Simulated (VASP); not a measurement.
# In3GaAs4 (P3m1) in VASP: a series of runs

The runs below take In3GaAs4 through single point, relaxation of cell and atoms, with PBE.

Program: VASP 6.6.1. These are calculated values, not measurements. Logs are shortened: lines on timing, memory, paths and dates and some standing lists are left out, and cuts for length are marked.

### Step 1. The cell of the first run

It takes space group P3m1 (No. 156, trigonal). Conventional cell: a = 4.296 Å, b = 4.296 Å, c = 14.110 Å, α = 90.00°, β = 90.00°, γ = 120.00°. Within 3.5 Å of In (site symmetry 3m) lie 4 As at 2.65 to 2.67 Å. Within 3.5 Å of In (site symmetry 3m) lie 4 As at 2.65 to 2.68 Å. In (site symmetry 3m) has 4 As at 2.65 to 2.69 Å within 3.5 Å. Ga (site symmetry 3m) has 4 As at 2.51 to 2.59 Å within 3.3 Å. As (site symmetry 3m) has 1 Ga at 2.51 Å and 3 In at 2.65 Å within 3.3 Å. As (site symmetry 3m) has 4 In at 2.65 to 2.67 Å within 3.5 Å. Within 3.4 Å of As (site symmetry 3m) lie 3 Ga at 2.59 Å and 1 In at 2.69 Å. Within 3.5 Å of As (site symmetry 3m) lie 4 In at 2.65 to 2.68 Å.

The cell was generated, and may not be a known phase.

### Step 2. Single point, PBE

The input, INCAR:

```
SYSTEM = In3GaAs4
ALGO     = Normal         ! electronic algorithm
EDIFF    = 1E-6           ! SCF threshold, eV
ENCUT    = 520            ! plane-wave cutoff, eV
GGA      = PE             ! functional
ISIF     = 2              ! what is computed and relaxed
ISMEAR   = 0              ! smearing method
LASPH    = .True.         ! aspherical terms in the spheres
LCHARG   = .False.        ! write CHGCAR
LREAL    = .False.        ! projectors in reciprocal space
LWAVE    = .False.        ! write WAVECAR
NBANDS   = 46             ! bands
NELM     = 60             ! most SCF steps
PREC     = Accurate       ! precision mode
SIGMA    = 0.2            ! smearing width, eV
```

The input, KPOINTS:

```
k-points
0
Gamma
  5 5 2
  0 0 0
```

The input, POSCAR:

```
In3GaAs4
1.0
    4.2960126868      0.0000000000      0.0000000000
   -2.1480063434      3.7204561218      0.0000000000
    0.0000000000      0.0000000000     14.1096547699
In Ga As
3 1 4
Direct
    0.0000000000      0.0000000000      0.7492334199
    0.3333333333      0.6666666667      1.0057405584
    0.3333333333      0.6666666667      0.4928375741
    0.0000000000      0.0000000000      0.2497503810
    0.0000000000      0.0000000000      0.0720903480
    0.0000000000      0.0000000000      0.5598519087
    0.3333333333      0.6666666667      0.3023966202
    0.3333333333      0.6666666667      0.8161011396
```

Potentials or basis: VASP PAW PBE potentials, release 64 (In_d, Ga_d, As).

On the command line:

```sh
cat potpaw_PBE.64/In_d/POTCAR potpaw_PBE.64/Ga_d/POTCAR potpaw_PBE.64/As/POTCAR > POTCAR
mpirun -np 1 vasp_std > vasp.out
```

OUTCAR:

```text
SYSTEM = In3GaAs4
   EDIFF = 1E-6
   ENCUT = 520
   GGA = PE
   ISIF = 2
   ISMEAR = 0
   LASPH = .True.
   LREAL = .False.
   NELM = 60
   PREC = Accurate

 ion  position               nearest neighbor table
   1  0.000  0.000  0.749-   8 2.65   8 2.65   8 2.65   6 2.67
   2  0.333  0.667  0.006-   5 2.65   5 2.65   5 2.65   8 2.68
   3  0.333  0.667  0.493-   6 2.65   6 2.65   6 2.65   7 2.69
   4  0.000  0.000  0.250-   5 2.51   7 2.59   7 2.59   7 2.59
   5  0.000  0.000  0.072-   4 2.51   2 2.65   2 2.65   2 2.65
   6  0.000  0.000  0.560-   3 2.65   3 2.65   3 2.65   1 2.67
   7  0.333  0.667  0.302-   4 2.59   4 2.59   4 2.59   3 2.69
   8  0.333  0.667  0.816-   1 2.65   1 2.65   1 2.65   2 2.68

  LATTYP: Found a hexagonal cell.
 ALAT       =     4.2960126868
 C/A-ratio  =     3.2843605917

  Lattice vectors:

 A1 = (   4.2960126868,   0.0000000000,   0.0000000000)
 A2 = (  -2.1480063434,   3.7204561218,   0.0000000000)
 A3 = (   0.0000000000,   0.0000000000,  14.1096547699)

Analysis of symmetry for initial positions (statically):
=====================================================================
 Subroutine PRICEL returns:
 Original cell was already a primitive cell.

 Routine SETGRP: Setting up the symmetry group for a
 hexagonal supercell.

 Subroutine GETGRP returns: Found  6 space group operations
 (whereof  6 operations were pure point group operations)
 out of a pool of 24 trial point group operations.

The static configuration has the point symmetry C_3v.

Analysis of symmetry for dynamics (positions and initial velocities):
=====================================================================
 Subroutine PRICEL returns:
 Original cell was already a primitive cell.

 Routine SETGRP: Setting up the symmetry group for a
 hexagonal supercell.

 Subroutine GETGRP returns: Found  6 space group operations
 (whereof  6 operations were pure point group operations)
 out of a pool of 24 trial point group operations.

The dynamic configuration has the point symmetry C_3v.

 Subroutine INISYM returns: Found  6 space group operations
 (whereof  6 operations are pure point group operations),
 and found     1 'primitive' translations

----------------------------------------------------------------------------------------

                                     Primitive cell

  volume of cell :     225.5164

  direct lattice vectors                    reciprocal lattice vectors
     4.296012687  0.000000000  0.000000000     0.232773987  0.134392124  0.000000000
    -2.148006343  3.720456122  0.000000000     0.000000000  0.268784248  0.000000000
     0.000000000  0.000000000 14.109654770     0.000000000  0.000000000  0.070873456

  length of vectors
     4.296012687  4.296012687 14.109654770     0.268784248  0.268784248  0.070873456

  position of ions in fractional coordinates (direct lattice)
     0.000000000  0.000000000  0.749233420
     0.333333333  0.666666667  0.005740558
     0.333333333  0.666666667  0.492837574
     0.000000000  0.000000000  0.249750381
     0.000000000  0.000000000  0.072090348
     0.000000000  0.000000000  0.559851909
     0.333333333  0.666666667  0.302396620
     0.333333333  0.666666667  0.816101140

  ion indices of the primitive-cell ions
   primitive index   ion index
                 1           1
                 2           2
                 3           3
                 4           4
                 5           5
                 6           6
                 7           7
                 8           8

----------------------------------------------------------------------------------------

 KPOINTS: k-points

Automatic generation of k-mesh.
 Grid dimensions read from file:
 generate k-points for:    5    5    2

 Generating k-lattice:

  Cartesian coordinates                     Fractional coordinates (reciprocal lattice)
     0.046554797  0.026878425  0.000000000     0.200000000 -0.000000000  0.000000000
     0.000000000  0.053756850  0.000000000     0.000000000  0.200000000  0.000000000
     0.000000000  0.000000000  0.035436728     0.000000000  0.000000000  0.500000000

  Length of vectors
     0.053756850  0.053756850  0.035436728

  Shift w.r.t. Gamma in fractional coordinates (k-lattice)
     0.000000000  0.000000000  0.000000000

 Subroutine IBZKPT returns following result:
 ===========================================

 Found     10 irreducible k-points:

 Following reciprocal coordinates:
            Coordinates               Weight
  0.000000  0.000000  0.000000      1.000000
  0.200000  0.000000  0.000000      6.000000
  0.400000  0.000000  0.000000      6.000000
  0.200000  0.200000  0.000000      6.000000
  0.400000  0.200000  0.000000      6.000000
  0.000000  0.000000  0.500000      1.000000
  0.200000  0.000000  0.500000      6.000000
  0.400000  0.000000  0.500000      6.000000
  0.200000  0.200000  0.500000      6.000000
  0.400000  0.200000  0.500000      6.000000
   k-points           NKPTS =     10   k-points in BZ     NKDIM =     10   number of bands    NBANDS=     46
   number of dos      NEDOS =    301   number of ions     NIONS =      8
   total plane-waves  NPLWV = 110592
   dimension x,y,z NGX =    32 NGY =   32 NGZ =  108
   dimension x,y,z NGXF=    64 NGYF=   64 NGZF=  216
   ions per type =               3   1   4
   NGX,Y,Z   is equivalent  to a cutoff of  12.38, 12.38, 12.73 a.u.
   NGXF,Y,Z  is equivalent  to a cutoff of  24.77, 24.77, 25.45 a.u.
 SYSTEM =  In3GaAs4
   PREC   = accura    normal or accurate (medium, high low for compatibility)
   ISTART =      0    job   : 0-new  1-cont  2-samecut
   ICHARG =      2    charge: 1-file 2-atom 10-const
   ISPIN  =      1    spin polarized calculation?
   LNONCOLLINEAR =      F non collinear calculations
   LSORBIT =      F    spin-orbit coupling
   LASPH  =      T    aspherical Exc in radial PAW
   ENCUT  =  520.0 eV  38.22 Ry    6.18 a.u.   7.99  7.99 26.23*2*pi/ulx,y,z
   NELM   =     60;   NELMIN=  2; NELMDL= -5     # of ELM steps
   EDIFF  = 0.1E-05   stopping-criterion for ELM
   LREAL  =      F    real-space projection
   EDIFFG = 0.1E-04   stopping-criterion for IOM
   NSW    =      0    number of steps for IOM
   IBRION =     -1    ionic relax: 0-MD 1-quasi-New 2-CG
   NFREE  =      0    steps in history (QN), initial steepest desc. (CG)
   ISIF   =      2    stress and relaxation
   ISYM   =      2    0-nonsym 1-usesym 2-fastsym
   POTIM  = 0.5000    time-step for ionic-motion
   TEBEG  =    0.0;   TEEND  =   0.0 temperature during run
   PSTRESS=    0.0 pullay stress
   NELECT =      72.0000    total number of electrons
   NUPDOWN=      -1.0000    fix difference up-down
   EMIN   =  10.00;   EMAX   =-10.00  energy-range for DOS
   EFERMI =   0.00;   METHOD = LEGACY
   ISMEAR =     0;   SIGMA  =   0.20  broadening in eV -4-tet -1-fermi 0-gaus
   EFERMI_NEDOS =   21; number of points for ismear=-14 and -15
   IALGO  =     38    algorithm
   IMIX   =      4    mixing-type and parameters
     AMIX     =   0.40;   BMIX     =  1.00
     AMIX_MAG =   1.60;   BMIX_MAG =  1.00
  volume/ion in A,a.u.               =      28.19       190.23
  Fermi-wavevector in a.u.,A,eV,Ry     =   1.118904  2.114423 17.033772  1.251947
  Thomas-Fermi vector in A             =   2.255539
   LORBIT       =      0    0 simple, 1 ext, 2 COOP (PROOUT), +10 PAW based schemes
   GGA     = PE    functional components
   LHFCALC =     F    Hartree Fock is set to
   AEXX    =    0.0000 exact exchange contribution
   IVDW    =     0    specifies the selected vdW correction
   LEPSILON=     F    determine dielectric tensor
   LRPA    =     F    only Hartree local field effects (RPA)
 non-spin polarized calculation
 Gauss-broadening in eV      SIGMA  =   0.20
  energy-cutoff  :      520.00
  volume of cell :      225.52
 maximum number of plane-waves:      6094
 NGX is ok and might be reduce to    32
   NGX = 15   NGY = 15   NGZ = 53

 number of electron      71.9999975 magnetization

 Free energy of the ion-electron system (eV)
  ---------------------------------------------------
  ext. energy  EPLUGINS =         0.00000000
  ---------------------------------------------------
  free energy    TOTEN  =       -31.10832610 eV

  energy without entropy =      -31.09818665  energy(sigma->0) =      -31.10325638

 E-fermi :   3.8774     XC(G=0):  -8.9041

 val. band max:        3.8493730409   @ k =   0.0000   0.0000   0.0000
 cond. band min:       3.9883248463   @ k =   0.0000   0.0000   0.5000
 fundamental gap:      0.1389518054
 Fermi energy:         3.8773958061

 k-point     1 :       0.0000    0.0000    0.0000
  band No.  band energies     occupation
      1     -11.0197      2.00000
      2     -10.9754      2.00000
      3     -10.9754      2.00000
      4     -10.9371      2.00000
      5     -10.9371      2.00000
      6     -10.6093      2.00000
[... 38 lines left out ...]
     45       8.0769      0.00000
     46       8.2744      0.00000

 k-point     2 :       0.2000    0.0000    0.0000
  band No.  band energies     occupation
      1     -11.0188      2.00000
      2     -10.9832      2.00000
      3     -10.9704      2.00000
      4     -10.9393      2.00000
      5     -10.9366      2.00000
      6     -10.6306      2.00000
[... 38 lines left out ...]
     45       8.0729      0.00000
     46       8.8956      0.00000

 k-point     3 :       0.4000    0.0000    0.0000
  band No.  band energies     occupation
      1     -11.0201      2.00000
      2     -10.9934      2.00000
      3     -10.9632      2.00000
      4     -10.9425      2.00000
      5     -10.9346      2.00000
      6     -10.6641      2.00000
[... 332 lines left out ...]
     45       8.5414      0.00000
     46       8.6720      0.00000

 k-point    10 :       0.4000    0.2000    0.5000
  band No.  band energies     occupation
      1     -11.0168      2.00000
      2     -10.9982      2.00000
      3     -10.9630      2.00000
      4     -10.9414      2.00000
      5     -10.9362      2.00000
      6     -10.6638      2.00000
[... 38 lines left out ...]
     45       8.6753      0.00000
     46       8.9056      0.00000

------------------------ aborting loop because EDIFF is reached ----------------------------------------

  FORCE on cell =-STRESS in cart. coord.  units (eV):
  Direction    XX          YY          ZZ          XY          YZ          ZX
  --------------------------------------------------------------------------------------
  -------------------------------------------------------------------------------------
  Total        0.1171353      0.1171353      0.1283128      0.0000000      0.0000000      0.0000000
  in kB        0.8321857      0.8321857      0.9115962      0.0000000      0.0000000      0.0000000
  external PRESSURE =       0.8586558 kB  Pullay stress =       0.0000000 kB

 VOLUME and BASIS-vectors are now :
 -----------------------------------------------------------------------------
  energy-cutoff  :      520.00
  volume of cell :      225.52
      direct lattice vectors                 reciprocal lattice vectors
     4.296012687  0.000000000  0.000000000     0.232773987  0.134392124  0.000000000
    -2.148006343  3.720456122  0.000000000     0.000000000  0.268784248  0.000000000
     0.000000000  0.000000000 14.109654770     0.000000000  0.000000000  0.070873456

 POSITION                                       TOTAL-FORCE (eV/Angst)
 -----------------------------------------------------------------------------------
      0.00000      0.00000     10.57142        -0.000000      0.000000      0.005593
     -0.00000      2.48030      0.08100        -0.000000      0.000000     -0.012658
     -0.00000      2.48030      6.95377        -0.000000      0.000000     -0.009049
      0.00000      0.00000      3.52389         0.000000     -0.000000     -0.005246
      0.00000      0.00000      1.01717        -0.000000      0.000000      0.012536
      0.00000      0.00000      7.89932        -0.000000      0.000000      0.004815
     -0.00000      2.48030      4.26671        -0.000000      0.000000      0.008186
     -0.00000      2.48030     11.51491        -0.000000      0.000000     -0.004177
 -----------------------------------------------------------------------------------
    total drift:                                0.000002     -0.000001     -0.001239

  FREE ENERGIE OF THE ION-ELECTRON SYSTEM (eV)
  ---------------------------------------------------
  free  energy   TOTEN  =       -31.1083260966 eV

  energy  without entropy=      -31.0981866544  energy(sigma->0) =      -31.10325638
```

Run time: 3.5 min. Hardware: 1 thread of Intel Xeon 8259CL, shared host; peak memory 0.37 GiB.

Results:

```
Free energy            : -31.1083 eV
Pressure               : 0.1 GPa
Largest force          : 0.013 eV/Å
Band gap on the k mesh : zero (filled and empty bands touch)
```

Forces on the atoms (eV/Å):
```
In   0.000  0.000  0.006
In   0.000  0.000 -0.013
In   0.000  0.000 -0.009
Ga   0.000  0.000 -0.005
As   0.000  0.000  0.013
As   0.000  0.000  0.005
As   0.000  0.000  0.008
As   0.000  0.000 -0.004
```

Caveat: semilocal functionals underestimate gaps, and a narrow one can read as zero; spin-orbit coupling is left out, which moves the levels of the heavy elements.

(Continued in part 2 of 2.)

The gap in the log of VASP goes by the Fermi energy; the results here count the filled bands.